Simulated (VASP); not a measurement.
# K8Mg7SiF24 (a cell with a defect) in VASP: single point with PBEsol

Aim: the single point of K8Mg7SiF24 (a cell with a defect) with PBEsol.

All numbers are computed with VASP 6.6.1; they aren't measurements. Logs are shortened: lines on timing, memory, paths and dates and some standing lists are left out, and cuts for length are marked.

## (1) The cell of the first run

The cell holds a defect, 40 atoms: a = 7.983 Å, b = 7.983 Å, c = 7.983 Å, α = 90.00°, β = 90.00°, γ = 90.00°.

## (2) Single point, PBEsol

Contents of INCAR:

```
SYSTEM = K8Mg7SiF24
ALGO     = Normal         ! electronic algorithm
EDIFF    = 1E-7           ! SCF threshold, eV
ENCUT    = 520            ! plane-wave cutoff, eV
GGA      = PS             ! functional
ISIF     = 2              ! what is computed and relaxed
ISMEAR   = -1             ! smearing method
ISYM     = 0            
LASPH    = .True.         ! aspherical terms in the spheres
LCHARG   = .True.         ! write CHGCAR
LELF     = .True.         ! ELF
LREAL    = Auto         
LVHAR    = .True.       
LWAVE    = .False.        ! write WAVECAR
NBANDS   = 155            ! bands
NELM     = 80             ! most SCF steps
PREC     = Accurate       ! precision mode
SIGMA    = 0.05           ! smearing width, eV
```

Contents of KPOINTS:

```
Automatic mesh
0
Gamma
  1 1 1
  0.25 0.25 0.25
```

Contents of POSCAR:

```
K8Mg7SiF24
1.0
    7.9825440000      0.0000000000      0.0000000000
    0.0000000000      7.9825440000      0.0000000000
    0.0000000000      0.0000000000      7.9825440000
K Si Mg F
8 1 7 24
Direct
    0.9957980000      0.9919230000      0.9953640000
    0.9874520000      0.9866790000      0.5126530000
    0.9855900000      0.5123620000      0.9877450000
    0.9759960000      0.5030330000      0.5068930000
    0.5129020000      0.9863200000      0.9880500000
    0.5064710000      0.9754230000      0.5015850000
    0.5042030000      0.5064980000      0.9777080000
    0.2302450000      0.2338150000      0.2302840000
    0.4568410000      0.4540840000      0.4587360000
    0.2533150000      0.2563150000      0.7451990000
    0.2563660000      0.7436400000      0.2525830000
    0.2500050000      0.7499000000      0.7448190000
    0.7449570000      0.2527400000      0.2577430000
    0.7455350000      0.2486830000      0.7515900000
    0.7505390000      0.7448070000      0.2499250000
    0.7462340000      0.7457350000      0.7462280000
    0.2258290000      0.3205920000      0.9650130000
    0.3411670000      0.2659900000      0.5122730000
    0.2468690000      0.7143180000      0.9981990000
    0.2423500000      0.7896460000      0.5006140000
    0.7649240000      0.2444080000      0.0073490000
    0.7034160000      0.2446230000      0.5081500000
    0.7520100000      0.7530290000      0.9983570000
    0.7587870000      0.7558960000      0.4987700000
    0.9657960000      0.2265570000      0.3195520000
    0.9994920000      0.2470800000      0.7188710000
    0.0058940000      0.7600790000      0.2459550000
    0.9985980000      0.7502380000      0.7526240000
    0.5120350000      0.3392120000      0.2690930000
    0.5014040000      0.2409670000      0.7891500000
    0.5065160000      0.7093370000      0.2449940000
    0.4987230000      0.7590200000      0.7560950000
    0.3063840000      0.9659030000      0.2175740000
    0.2452680000      0.0059840000      0.7650140000
    0.2699420000      0.5123060000      0.3430200000
    0.2478840000      0.5065290000      0.7003830000
    0.7194210000      0.9990670000      0.2478430000
    0.7538740000      0.9975380000      0.7520280000
    0.7858530000      0.5008290000      0.2417390000
    0.7558490000      0.4979490000      0.7594190000
```

Potentials or basis: VASP PAW PBE potentials, release 64 (K_sv, Si, Mg, F).

Started as:

```bash
> cat potpaw_PBE.64/K_sv/POTCAR potpaw_PBE.64/Si/POTCAR potpaw_PBE.64/Mg/POTCAR potpaw_PBE.64/F/POTCAR > POTCAR
> mpirun -np 1 vasp_std > vasp.out
```

OUTCAR:

```text
SYSTEM = K8Mg7SiF24
   EDIFF = 1E-7
   ENCUT = 520
   GGA = PS
   ISIF = 2
   ISMEAR = -1
   ISYM = 0
   LASPH = .True.
   LREAL = Auto
   NELM = 80
   PREC = Accurate

 ion  position               nearest neighbor table
   1  0.996  0.992  0.995-  34 2.71  23 2.72  27 2.73  21 2.73  28 2.73  38 2.74   8 3.28  16 3.43
                            12 3.44  15 3.44  14 3.46  11 3.53  10 3.56  13 3.57
   2  0.987  0.987  0.513-  25 2.46  20 2.57  24 2.60  26 2.65  38 2.67  28 2.69  27 2.80  16 3.30
                            12 3.38  15 3.42  14 3.43  13 3.52  10 3.55  11 3.56   8 3.57
   3  0.986  0.512  0.988-  17 2.46  39 2.58  40 2.59  19 2.64  28 2.67  23 2.68  21 2.78  16 3.29
                            15 3.37  14 3.41  12 3.44  10 3.53   8 3.54  11 3.54  13 3.55
   4  0.976  0.503  0.507-  39 2.60  26 2.66  24 2.66  36 2.66  25 2.67  40 2.67  35 2.69  28 2.79
                            16 3.28  15 3.34  14 3.36  13 3.37  12 3.50  10 3.52  11 3.58   8 3.69
   5  0.513  0.986  0.988-  33 2.47  30 2.58  32 2.59  37 2.65  23 2.67  38 2.69  34 2.79  16 3.30
                            14 3.38  15 3.42  12 3.43  11 3.52  13 3.55  10 3.56   8 3.57
   6  0.506  0.975  0.502-  20 2.58  37 2.65  22 2.66  32 2.67  24 2.67  18 2.67  33 2.77  38 2.82
                            16 3.29  12 3.35  15 3.35  11 3.37  13 3.51  14 3.52  10 3.59   8 3.72
   7  0.504  0.506  0.978-  30 2.60  19 2.65  40 2.66  17 2.67  31 2.68  32 2.68  29 2.68  23 2.80
                            16 3.29  14 3.35  12 3.37  10 3.38  15 3.49  11 3.51  13 3.58   8 3.69
   8  0.230  0.234  0.230-  33 2.23  17 2.23  25 2.23  35 2.42  29 2.42  18 2.43   9 3.11   1 3.28
                             3 3.54   2 3.57   5 3.57   7 3.69   4 3.69   6 3.72
   9  0.457  0.454  0.459-  18 1.81  35 1.82  29 1.82   8 3.11  10 3.22  13 3.23  11 3.26
  10  0.253  0.256  0.745-  17 1.84  18 1.99  34 2.01  30 2.01  36 2.03  26 2.04   9 3.22   7 3.38
                             4 3.52   3 3.53   2 3.55   1 3.56   5 3.56   6 3.59
  11  0.256  0.744  0.253-  33 1.84  35 1.99  27 2.00  31 2.02  20 2.02  19 2.05   9 3.26   6 3.37
                             7 3.51   5 3.52   1 3.53   3 3.54   2 3.56   4 3.58
  12  0.250  0.750  0.745-  36 1.97  20 1.98  32 1.99  28 2.01  19 2.04  34 2.05   6 3.35   7 3.37
                             2 3.38   5 3.43   3 3.44   1 3.44   4 3.50
  13  0.745  0.253  0.258-  25 1.84  29 1.99  21 2.01  39 2.01  22 2.03  37 2.04   9 3.23   4 3.37
                             6 3.51   2 3.52   5 3.55   3 3.55   1 3.57   7 3.58
  14  0.746  0.249  0.752-  22 1.97  30 1.97  40 1.99  38 2.01  26 2.04  21 2.05   7 3.35   4 3.36
                             5 3.38   3 3.41   2 3.43   1 3.46   6 3.52
  15  0.751  0.745  0.250-  31 1.97  39 1.97  24 1.99  23 2.01  27 2.04  37 2.04   4 3.34   6 3.35
                             3 3.37   5 3.42   2 3.42   1 3.44   7 3.49
  16  0.746  0.746  0.746-  24 1.98  32 1.98  40 1.98  38 2.01  23 2.01  28 2.02   4 3.28   7 3.29
                             3 3.29   6 3.29   2 3.30   5 3.30   1 3.43
  17  0.226  0.321  0.965-  10 1.84   8 2.23   3 2.46   7 2.67
  18  0.341  0.266  0.512-   9 1.81  10 1.99   8 2.43   6 2.67
  19  0.247  0.714  0.998-  12 2.04  11 2.05   3 2.64   7 2.65
[... 7 lines left out ...]
  27  0.006  0.760  0.246-  11 2.00  15 2.04   1 2.73   2 2.80
  28  0.999  0.750  0.753-  12 2.01  16 2.02   3 2.67   2 2.69   1 2.73   4 2.79
  29  0.512  0.339  0.269-   9 1.82  13 1.99   8 2.42   7 2.68
  30  0.501  0.241  0.789-  14 1.97  10 2.01   5 2.58   7 2.60
[... 184 lines left out ...]
  volume/ion in A,a.u.               =      12.72        85.81
  Fermi-wavevector in a.u.,A,eV,Ry     =   1.305590  2.467207 23.192011  1.704565
  Thomas-Fermi vector in A             =   2.436449
   LORBIT       =      0    0 simple, 1 ext, 2 COOP (PROOUT), +10 PAW based schemes
   GGA     = PS    functional components
   LHFCALC =     F    Hartree Fock is set to
   AEXX    =    0.0000 exact exchange contribution
   IVDW    =     0    specifies the selected vdW correction
   LEPSILON=     F    determine dielectric tensor
   LRPA    =     F    only Hartree local field effects (RPA)
 non-spin polarized calculation
  energy-cutoff  :      520.00
  volume of cell :      508.66
 maximum number of plane-waves:     13679
   NGX = 29   NGY = 29   NGZ = 29

 number of electron     257.9999957 magnetization

 Free energy of the ion-electron system (eV)
  ---------------------------------------------------
  ext. energy  EPLUGINS =         0.00000000
  ---------------------------------------------------
  free energy    TOTEN  =      -198.50422569 eV

  energy without entropy =     -198.50422569  energy(sigma->0) =     -198.50422569

 E-fermi :   1.9798     XC(G=0):  -9.9277

 val. band max:        0.7823575333   @ k =  -0.2500  -0.2500   0.2500
 cond. band min:       5.9949101789   @ k =  -0.2500  -0.2500   0.2500
 fundamental gap:      5.2125526455
 Fermi energy:         1.9797564465

 k-point     1 :       0.2500    0.2500    0.2500
  band No.  band energies     occupation
      1     -27.3341      2.00000
      2     -26.8748      2.00000
      3     -26.8394      2.00000
      4     -26.8326      2.00000
      5     -26.7585      2.00000
      6     -26.7549      2.00000
[... 565 lines left out ...]
    140       8.8819      0.00000
    141       8.9829      0.00000
 [bands above 141 left out]

------------------------ aborting loop because EDIFF is reached ----------------------------------------

  FORCE on cell =-STRESS in cart. coord.  units (eV):
  Direction    XX          YY          ZZ          XY          YZ          ZX
  --------------------------------------------------------------------------------------
  -------------------------------------------------------------------------------------
  Total       12.5355921     12.7330250     12.2276930      0.0640319     -0.0741568     -0.3616921
  in kB       39.4849388     40.1068183     38.5151103      0.2016895     -0.2335809     -1.1392674
  external PRESSURE =      39.3689558 kB  Pullay stress =       0.0000000 kB

 VOLUME and BASIS-vectors are now :
 -----------------------------------------------------------------------------
  energy-cutoff  :      520.00
  volume of cell :      508.66
      direct lattice vectors                 reciprocal lattice vectors
     7.982544000  0.000000000  0.000000000     0.125273346  0.000000000  0.000000000
     0.000000000  7.982544000  0.000000000     0.000000000  0.125273346  0.000000000
     0.000000000  0.000000000  7.982544000     0.000000000  0.000000000  0.125273346

 POSITION                                       TOTAL-FORCE (eV/Angst)
 -----------------------------------------------------------------------------------
      7.94900      7.91807      7.94554         0.009565      0.013352      0.013943
      7.88238      7.87621      4.09228         0.017301      0.001212     -0.005812
      7.86752      4.08995      7.88472         0.006077     -0.006085      0.012896
      7.79093      4.01548      4.04630         0.010196      0.002442     -0.001108
      4.09426      7.87334      7.88715        -0.006172      0.012832      0.005850
      4.04293      7.78636      4.00392        -0.004869      0.009478      0.001040
[... 32 lines left out ...]
      6.27311      3.99789      1.92969        -0.018226     -0.000150      0.000577
      6.03360      3.97490      6.06210        -0.011268     -0.001123     -0.013483
 -----------------------------------------------------------------------------------
    total drift:                               -0.009252      0.001526      0.008658

  FREE ENERGIE OF THE ION-ELECTRON SYSTEM (eV)
  ---------------------------------------------------
  free  energy   TOTEN  =      -198.5042256866 eV

  energy  without entropy=     -198.5042256865  energy(sigma->0) =     -198.50422569
```

Run time: 6.3 min. Hardware: 1 thread of Intel Xeon Platinum 8488C (Sapphire Rapids), shared host; peak memory 0.59 GiB.

Results:

```
Free energy            : -198.5042 eV
Pressure               : 3.9 GPa
Largest force          : 0.156 eV/Å
Band gap on the k mesh : 5.21 eV
```

Forces on the atoms (eV/Å):
```
K    0.010  0.013  0.014
K    0.017  0.001 -0.006
K    0.006 -0.006  0.013
K    0.010  0.002 -0.001
K   -0.006  0.013  0.006
K   -0.005  0.009  0.001
K    0.001  0.000  0.011
K    0.001  0.006  0.002
Si   0.093  0.090  0.087
Mg   0.015 -0.001 -0.023
Mg   0.000 -0.027  0.016
Mg   0.002 -0.008 -0.012
Mg  -0.025  0.014  0.000
Mg  -0.011  0.001 -0.007
Mg  -0.008 -0.009  0.004
Mg  -0.005 -0.002 -0.006
F    0.003 -0.001 -0.070
F   -0.045 -0.046  0.067
F   -0.001  0.022  0.006
F   -0.001 -0.024 -0.002
F   -0.010  0.000 -0.003
F    0.007  0.012  0.001
F    0.001 -0.001  0.005
F   -0.013 -0.013 -0.002
F   -0.074  0.001  0.001
F    0.006  0.000  0.020
F   -0.002 -0.005 -0.002
F    0.006  0.002  0.001
F    0.069 -0.045 -0.043
F    0.002  0.003 -0.024
F    0.003  0.005  0.012
F    0.003 -0.016 -0.013
F    0.008 -0.070  0.007
F   -0.005 -0.001 -0.010
F   -0.044  0.071 -0.045
F    0.008  0.005  0.009
F    0.015  0.003 -0.005
F   -0.002  0.004  0.004
F   -0.018  0.000  0.001
F   -0.011 -0.001 -0.013
```

Caveat: the k points lie up to 0.79 Å⁻¹ apart; the PAW data sets were made with another functional, which shifts forces and pressure a little.
